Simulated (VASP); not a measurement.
# Re (P6_3/mmc) in VASP: a series of runs

The runs below take Re through single point, with BLYP+D4, LDA, BLYP, BLYP+D3(BJ).

All numbers are computed with VASP 6.6.1; they aren't measurements. Logs are shortened: lines on timing, memory, paths and dates and some standing lists are left out, and cuts for length are marked.

## 1. The cell of the first run

The structure is hexagonal, space group P6_3/mmc (No. 194). The conventional cell has a = 2.776 Å, b = 2.776 Å, c = 4.473 Å, α = 90.00°, β = 90.00°, γ = 120.00°. Re (site symmetry -6m2) has 12 Re at 2.75 to 2.78 Å within 3.6 Å.

## 2. Single point, BLYP+D4

File INCAR:

```
SYSTEM = Re
  AGGAC = 1.0
  AGGAX = 1.0
  ALDAC = 0.0
  ALDAX = 1.0
  ALGO = Normal
  EDIFF = 1E-6
  ENCUT = 560
  GGA = B5
  GGA_COMPAT = .FALSE.
  ISIF = 2
  ISMEAR = -1
  IVDW = 13
  LASPH = .TRUE.
  LCHARG = .FALSE.
  LREAL = .FALSE.
  LWAVE = .FALSE.
  NBANDS = 22
  NELM = 120
  PREC = Accurate
  SIGMA = 0.05
  VDW_A1 = 0.44488865
  VDW_A2 = 4.0933009
  VDW_S6 = 1.0
  VDW_S8 = 2.34076671
```

File KPOINTS:

```
k-points
0
G
  11 11 6
  0 0 0
```

File POSCAR:

```
Re
1.0
    2.7758872449      0.0000000000      0.0000000000
   -1.3879436224      2.4039888721      0.0000000000
    0.0000000000      0.0000000000      4.4729190744
Re
2
Direct
    0.6666666667      0.3333333333      0.7500000000
    0.3333333333      0.6666666667      0.2500000000
```

Potentials or basis: VASP PAW PBE potentials, release 64 (Re_sv_GW).

Launch:

```
> cat potpaw_PBE.64/Re_sv_GW/POTCAR > POTCAR
> mpirun -np 1 vasp_std > vasp.out
```

OUTCAR:

```text
SYSTEM = Re
   EDIFF = 1E-6
   ENCUT = 560
   GGA = B5
   ISIF = 2
   ISMEAR = -1
   IVDW = 13
   LASPH = .TRUE.
   LREAL = .FALSE.
   NELM = 120
   PREC = Accurate

 ion  position               nearest neighbor table
   1  0.667  0.333  0.750-   2 2.75   2 2.75   2 2.75   2 2.75   2 2.75   2 2.75
   2  0.333  0.667  0.250-   1 2.75   1 2.75   1 2.75   1 2.75   1 2.75   1 2.75

  LATTYP: Found a hexagonal cell.
 ALAT       =     2.7758872449
 C/A-ratio  =     1.6113475368

  Lattice vectors:

 A1 = (   2.7758872449,   0.0000000000,   0.0000000000)
 A2 = (  -1.3879436224,   2.4039888721,   0.0000000000)
 A3 = (   0.0000000000,   0.0000000000,   4.4729190744)

Analysis of symmetry for initial positions (statically):
=====================================================================
 Subroutine PRICEL returns:
 Original cell was already a primitive cell.

 Routine SETGRP: Setting up the symmetry group for a
 hexagonal supercell.

 Subroutine GETGRP returns: Found 24 space group operations
 (whereof 12 operations were pure point group operations)
 out of a pool of 24 trial point group operations.

The static configuration has the point symmetry D_3d.
 The point group associated with its full space group is D_6h.

Analysis of symmetry for dynamics (positions and initial velocities):
=====================================================================
 Subroutine PRICEL returns:
 Original cell was already a primitive cell.

 Routine SETGRP: Setting up the symmetry group for a
 hexagonal supercell.

 Subroutine GETGRP returns: Found 24 space group operations
 (whereof 12 operations were pure point group operations)
 out of a pool of 24 trial point group operations.

The dynamic configuration has the point symmetry D_3d.
 The point group associated with its full space group is D_6h.

 Subroutine INISYM returns: Found 24 space group operations
 (whereof 12 operations are pure point group operations),
 and found     1 'primitive' translations

----------------------------------------------------------------------------------------

                                     Primitive cell

  volume of cell :      29.8487

  direct lattice vectors                    reciprocal lattice vectors
     2.775887245  0.000000000  0.000000000     0.360245180  0.207987652  0.000000000
    -1.387943622  2.403988872  0.000000000     0.000000000  0.415975303  0.000000000
     0.000000000  0.000000000  4.472919074     0.000000000  0.000000000  0.223567649

  length of vectors
     2.775887245  2.775887245  4.472919074     0.415975303  0.415975303  0.223567649

  position of ions in fractional coordinates (direct lattice)
     0.666666667  0.333333333  0.750000000
     0.333333333  0.666666667  0.250000000

  ion indices of the primitive-cell ions
   primitive index   ion index
                 1           1
                 2           2

----------------------------------------------------------------------------------------

 KPOINTS: k-points

Automatic generation of k-mesh.
 Grid dimensions read from file:
 generate k-points for:   11   11    6

 Generating k-lattice:

  Cartesian coordinates                     Fractional coordinates (reciprocal lattice)
     0.032749562  0.018907968  0.000000000     0.090909091  0.000000000  0.000000000
     0.000000000  0.037815937  0.000000000     0.000000000  0.090909091  0.000000000
     0.000000000  0.000000000  0.037261275     0.000000000  0.000000000  0.166666667

  Length of vectors
     0.037815937  0.037815937  0.037261275

  Shift w.r.t. Gamma in fractional coordinates (k-lattice)
     0.000000000  0.000000000  0.000000000

 Subroutine IBZKPT returns following result:
 ===========================================

 Found     64 irreducible k-points:

 Following reciprocal coordinates:
            Coordinates               Weight
  0.000000  0.000000  0.000000      1.000000
  0.090909  0.000000  0.000000      6.000000
  0.181818  0.000000  0.000000      6.000000
  0.272727  0.000000  0.000000      6.000000
  0.363636  0.000000  0.000000      6.000000
  0.454545  0.000000  0.000000      6.000000
[... 16 lines left out ...]
  0.090909  0.090909  0.166667     12.000000
  0.181818  0.090909  0.166667     24.000000
 [... further k-points ...]
   k-points           NKPTS =     64   k-points in BZ     NKDIM =     64   number of bands    NBANDS=     22
   number of dos      NEDOS =    301   number of ions     NIONS =      2
   total plane-waves  NPLWV =  20736
   dimension x,y,z NGX =    24 NGY =   24 NGZ =   36
   dimension x,y,z NGXF=    48 NGYF=   48 NGZF=   72
   ions per type =               2
   NGX,Y,Z   is equivalent  to a cutoff of  14.37, 14.37, 13.38 a.u.
   NGXF,Y,Z  is equivalent  to a cutoff of  28.75, 28.75, 26.76 a.u.
 SYSTEM =  Re
   PREC   = accura    normal or accurate (medium, high low for compatibility)
   ISTART =      0    job   : 0-new  1-cont  2-samecut
   ICHARG =      2    charge: 1-file 2-atom 10-const
[... 70 lines left out ...]
     21      23.1992      0.00000
     22      27.1185      0.00000

 k-point     2 :       0.0909    0.0000    0.0000
  band No.  band energies     occupation
      1     -66.0653      2.00000
      2     -65.9501      2.00000
      3     -28.7353      2.00000
      4     -27.8238      2.00000
      5     -27.7763      2.00000
      6     -27.6544      2.00000
[... 14 lines left out ...]
     21      23.1797      0.00000
     22      27.8398      0.00000

 k-point     3 :       0.1818    0.0000    0.0000
  band No.  band energies     occupation
      1     -66.0441      2.00000
      2     -65.9412      2.00000
      3     -28.6490      2.00000
      4     -28.0111      2.00000
      5     -27.8446      2.00000
      6     -27.8350      2.00000
[... 14 lines left out ...]
     21      22.9752      0.00000
     22      29.3400      0.00000

 k-point     4 :       0.2727    0.0000    0.0000
  band No.  band energies     occupation
      1     -66.0149      2.00000
      2     -65.9310      2.00000
      3     -28.5215      2.00000
      4     -28.2547      2.00000
      5     -28.0833      2.00000
      6     -27.9084      2.00000
[... 14 lines left out ...]
     21      22.5688      0.00000
     22      27.6551      0.00000

 k-point     5 :       0.3636    0.0000    0.0000
  band No.  band energies     occupation
      1     -65.9855      2.00000
      2     -65.9242      2.00000
      3     -28.4761      2.00000
      4     -28.3779      2.00000
      5     -28.2932      2.00000
      6     -27.9734      2.00000
[... 14 lines left out ...]
     21      24.4660      0.00000
     22      24.5468      0.00000

 k-point     6 :       0.4545    0.0000    0.0000
  band No.  band energies     occupation
      1     -65.9653      2.00000
      2     -65.9228      2.00000
      3     -28.6069      2.00000
      4     -28.4144      2.00000
      5     -28.2643      2.00000
      6     -28.0114      2.00000
[... 14 lines left out ...]
     21      23.0878      0.00000
     22      25.6685      0.00000

 k-point     7 :       0.0909    0.0909    0.0000
  band No.  band energies     occupation
      1     -66.0509      2.00000
      2     -65.9439      2.00000
      3     -28.6769      2.00000
      4     -27.9375      2.00000
      5     -27.8582      2.00000
      6     -27.7490      2.00000
[... 324 lines left out ...]
      6     -27.8923      2.00000
[... 14 lines left out ...]
     21      24.2763      0.00000
     22      28.2231      0.00000

 k-point    21 :       0.3636    0.0000    0.1667
  band No.  band energies     occupation
      1     -65.9814      2.00000
      2     -65.9283      2.00000
      3     -28.5595      2.00000
      4     -28.3623      2.00000
      5     -28.2254      2.00000
      6     -27.9557      2.00000
[... 14 lines left out ...]
     21      23.6347      0.00000
     22      26.5106      0.00000

 k-point    22 :       0.4545    0.0000    0.1667
  band No.  band energies     occupation
      1     -65.9624      2.00000
      2     -65.9257      2.00000
      3     -28.6552      2.00000
      4     -28.4739      2.00000
      5     -28.1709      2.00000
      6     -27.9928      2.00000
[... 14 lines left out ...]
     21      23.0116      0.00000
     22      25.1981      0.00000

 k-point    23 :       0.0909    0.0909    0.1667
  band No.  band energies     occupation
      1     -66.0438      2.00000
      2     -65.9512      2.00000
      3     -28.6174      2.00000
      4     -27.9175      2.00000
      5     -27.8695      2.00000
      6     -27.7808      2.00000
[... 14 lines left out ...]
     21      24.5159      0.00000
     22      28.4725      0.00000

 k-point    24 :       0.1818    0.0909    0.1667
  band No.  band energies     occupation
      1     -66.0196      2.00000
      2     -65.9407      2.00000
      3     -28.5416      2.00000
      4     -28.1062      2.00000
      5     -28.0557      2.00000
      6     -27.8645      2.00000
[... 14 lines left out ...]
     21      24.4331      0.00000
     22      29.1011      0.00000

 [... further k-points ...]

------------------------ aborting loop because EDIFF is reached ----------------------------------------

  DFT-D4 for vdW energy calculation

  Edisp (eV):   -2.64153

  FORCE on cell =-STRESS in cart. coord.  units (eV):
  Direction    XX          YY          ZZ          XY          YZ          ZX
  --------------------------------------------------------------------------------------
  -------------------------------------------------------------------------------------
  Total       0.02714     0.02714    -0.00380     0.00000     0.00000     0.00000
  in kB       1.45658     1.45658    -0.20393     0.00000     0.00000     0.00000
  external pressure =        0.90 kB  Pullay stress =        0.00 kB

 VOLUME and BASIS-vectors are now :
 -----------------------------------------------------------------------------
  energy-cutoff  :      560.00
  volume of cell :       29.85
      direct lattice vectors                 reciprocal lattice vectors
     2.775887245  0.000000000  0.000000000     0.360245180  0.207987652  0.000000000
    -1.387943622  2.403988872  0.000000000     0.000000000  0.415975303  0.000000000
     0.000000000  0.000000000  4.472919074     0.000000000  0.000000000  0.223567649

 POSITION                                       TOTAL-FORCE (eV/Angst)
 -----------------------------------------------------------------------------------
      1.38794      0.80133      3.35469         0.000000     -0.000000      0.000000
     -0.00000      1.60266      1.11823        -0.000000      0.000000      0.000000
 -----------------------------------------------------------------------------------
    total drift:                               -0.000000      0.000000     -0.000000

  FREE ENERGIE OF THE ION-ELECTRON SYSTEM (eV)
  ---------------------------------------------------
  free  energy   TOTEN  =       -27.4458365063 eV

  energy  without entropy=      -27.4325878033  energy(sigma->0) =      -27.43921215
```

It took 40 s on 1 thread of AMD EPYC 9R45 (Zen 5), shared host; peak memory 0.16 GiB.

What came out:

```
Free energy                : -27.4458 eV
Pressure                   : 0.1 GPa
Band gap on the k mesh     : zero (bands 15 and 16 overlap by 3.29 eV)
Dispersion energy per atom : -1.321 eV
```

Caveat: the dispersion term is far too large for a dense solid, which distorts pressure and volume; the PAW data sets were made with another functional, which shifts forces and pressure a little; spin-orbit coupling is left out, which moves the levels of the heavy elements.

## 3. Single point, LDA

This run uses another cell than the first one, of 14.71 Å³/atom.

File INCAR:

```
PREC = Accurate
ENCUT = 560
EDIFF = 1E-6
ISMEAR = -1
SIGMA = 0.05
LREAL = False
LASPH = True
NELM = 120
ALGO = Normal
ISIF = 2
LWAVE = False
LCHARG = True
LELF = True
LVHAR = True
NBANDS = 22
GGA_COMPAT = False
```

File KPOINTS:

```
Automatic mesh
0
Gamma
  6 6 4
```

File POSCAR:

```
Re
1.0
    2.7608000000      0.0000000000      0.0000000000
   -1.3804000000      2.3909229348      0.0000000000
    0.0000000000      0.0000000000      4.4582000000
Re
2
Direct
    0.6666666667      0.3333333333      0.7500000000
    0.3333333333      0.6666666667      0.2500000000
```

Potentials or basis: VASP PAW LDA potentials, release 64 (Re_sv_GW).

Launch:

```
> cat potpaw_LDA.64/Re_sv_GW/POTCAR > POTCAR
> mpirun -np 1 vasp_std > vasp.out
```

Wall time 7.5 s (1 thread of Intel Xeon Platinum 8488C (Sapphire Rapids), shared host); peak memory 0.14 GiB.

Results (log left out):

* Free energy: -30.7510 eV
* Pressure: -9.5 GPa
* Band gap on the k mesh: zero (bands 15 and 16 overlap by 2.91 eV)

Stress tensor (GPa, compression positive):
```
-9.94  0.00  0.00
 0.00 -9.94  0.00
 0.00  0.00 -8.62
```

Levels at points of the mesh, in eV from the Fermi level:
| k point | band 13 | band 14 | band 15 | band 16 | band 17 | band 18 |
| --- | --- | --- | --- | --- | --- | --- |
| (0.00, 0.00, 0.00) | -1.55 | -0.72 | -0.72 | 0.20 | 0.20 | 0.79 |
| (0.50, 0.00, 0.00) | -1.60 | -1.31 | -0.55 | 4.01 | 4.41 | 4.55 |
| (0.00, 0.00, 0.50) | -1.68 | -1.68 | -1.68 | -1.68 | 2.57 | 2.57 |
| (0.50, 0.00, 0.50) | 0.41 | 0.41 | 1.05 | 1.05 | 4.32 | 4.32 |

Caveat: the k points lie up to 0.44 Å⁻¹ apart, too coarse for converged energies and pressures of a metal; spin-orbit coupling is left out, which moves the levels of the heavy elements.

## 4. Single point, BLYP

This run uses another cell than the first one, of 14.71 Å³/atom.

File INCAR:

```
SYSTEM = Re
  AGGAC = 1.0
  AGGAX = 1.0
  ALDAC = 0.0
  ALDAX = 1.0
  ALGO = Normal
  EDIFF = 1E-6
  ENCUT = 560
  GGA = B5
  GGA_COMPAT = .FALSE.
  ISIF = 2
  ISMEAR = -1
  LASPH = .TRUE.
  LCHARG = .FALSE.
  LREAL = .FALSE.
  LWAVE = .FALSE.
  NBANDS = 22
  NELM = 120
  PREC = Accurate
  SIGMA = 0.05
```

File KPOINTS:

```
k-points
0
G
  11 11 6
  0 0 0
```

POSCAR is that of step 3.

Potentials or basis: VASP PAW PBE potentials, release 64 (Re_sv_GW).

Launch:

```
> cat potpaw_PBE.64/Re_sv_GW/POTCAR > POTCAR
> mpirun -np 1 vasp_std > vasp.out
```

Run time: 37 s. Hardware: 1 thread of AMD EPYC 9R45 (Zen 5), shared host; peak memory 0.15 GiB.

The run converged. Its results:

```
Free energy            : -24.7567 eV
Pressure               : 19.7 GPa
Band gap on the k mesh : zero (bands 15 and 16 overlap by 3.36 eV)
```

Stress tensor (GPa, compression positive):
```
19.99  0.00  0.00
 0.00 19.99  0.00
 0.00  0.00 19.11
```

Levels at points of the mesh, in eV from the Fermi level:
```
           k point  band 13  band 14  band 15  band 16  band 17  band 18
(0.00, 0.00, 0.00)    -1.64    -0.82    -0.82     0.10     0.10     0.94
(0.00, 0.00, 0.50)    -1.77    -1.77    -1.77    -1.77     2.46     2.46
```

Caveat: the cell stands under pressure; the PAW data sets were made with another functional, which shifts forces and pressure a little; spin-orbit coupling is left out, which moves the levels of the heavy elements.

## 5. Single point, BLYP+D3(BJ)

This run uses another cell than the first one, of 14.71 Å³/atom.

File INCAR:

```
PREC = Accurate
ENCUT = 560
EDIFF = 1E-6
ISMEAR = -1
SIGMA = 0.05
LREAL = False
LASPH = True
NELM = 120
ALGO = Normal
ISIF = 2
LWAVE = False
LCHARG = False
GGA = B5
ALDAX = 1.0
AGGAX = 1.0
AGGAC = 1.0
ALDAC = 0.0
IVDW = 12
VDW_S6 = 1.0
VDW_S8 = 2.6996
VDW_A1 = 0.4298
VDW_A2 = 4.2359
NBANDS = 22
GGA_COMPAT = False
```

File KPOINTS:

```
Automatic mesh
0
Gamma
  11 11 6
```

POSCAR is that of step 4.

Launch:

```
> cat potpaw_PBE.64/Re_sv_GW/POTCAR > POTCAR
> mpirun -np 1 vasp_std > vasp.out
```

Run time: 38 s. Hardware: 1 thread of AMD EPYC 9R45 (Zen 5), shared host; peak memory 0.16 GiB.

It converged, with:

```
Free energy                : -27.9446 eV
Pressure                   : 1.7 GPa
Band gap on the k mesh     : zero (bands 15 and 16 overlap by 3.36 eV)
Dispersion energy per atom : -1.594 eV
```

Stress tensor (GPa, compression positive):
```
1.96 0.00 0.00
0.00 1.96 0.00
0.00 0.00 1.03
```

Levels at points of the mesh, in eV from the Fermi level:
```csv
k point,band 12,band 13,band 14,band 15,band 16,band 17,band 18,band 19
"(0.00, 0.00, 0.00)",-1.64,-1.64,-0.82,-0.82,0.10,0.10,0.94,3.28
"(0.00, 0.00, 0.50)",-2.36,-1.77,-1.77,-1.77,-1.77,2.46,2.46,2.46
```

Caveat: the dispersion term is far too large for a dense solid, which distorts pressure and volume; the PAW data sets were made with another functional, which shifts forces and pressure a little; spin-orbit coupling is left out, which moves the levels of the heavy elements.

## 6. The runs side by side

| level | potentials or basis | cell | k mesh | gap on the mesh (eV) | pressure (GPa) |
| --- | --- | --- | --- | --- | --- |
| BLYP+D4 | VASP PAW PBE potentials, release 64 (Re_sv_GW) | a = 2.776, b = 2.776, c = 4.473 Å, angles 90.0, 90.0, 120.0°, 2 atoms | 11 × 11 × 6 | none | 0.1 |
| LDA | VASP PAW LDA potentials, release 64 (Re_sv_GW) | a = 2.761, b = 2.761, c = 4.458 Å, angles 90.0, 90.0, 120.0°, 2 atoms | 6 × 6 × 4 | none | -9.5 |
| BLYP | VASP PAW PBE potentials, release 64 (Re_sv_GW) | a = 2.761, b = 2.761, c = 4.458 Å, angles 90.0, 90.0, 120.0°, 2 atoms | 11 × 11 × 6 | none | 19.7 |
| BLYP+D3(BJ) | VASP PAW PBE potentials, release 64 (Re_sv_GW) | a = 2.761, b = 2.761, c = 4.458 Å, angles 90.0, 90.0, 120.0°, 2 atoms | 11 × 11 × 6 | none | 1.7 |

Alike in all rows: task single point; no spin polarisation; cutoff (eV) 560; smearing fermi-dirac 0.05 eV.

Caveats: some runs use coarse meshes; spin-orbit coupling is left out, which moves the levels of the heavy elements; the PAW data sets were made with another functional, which shifts forces and pressure a little (at least some runs); the dispersion term is far too large for a dense solid, which distorts pressure and volume (at least some runs); the cell stands under pressure (at least some runs).

Absolute energies hang on the potentials; compare differences alone.
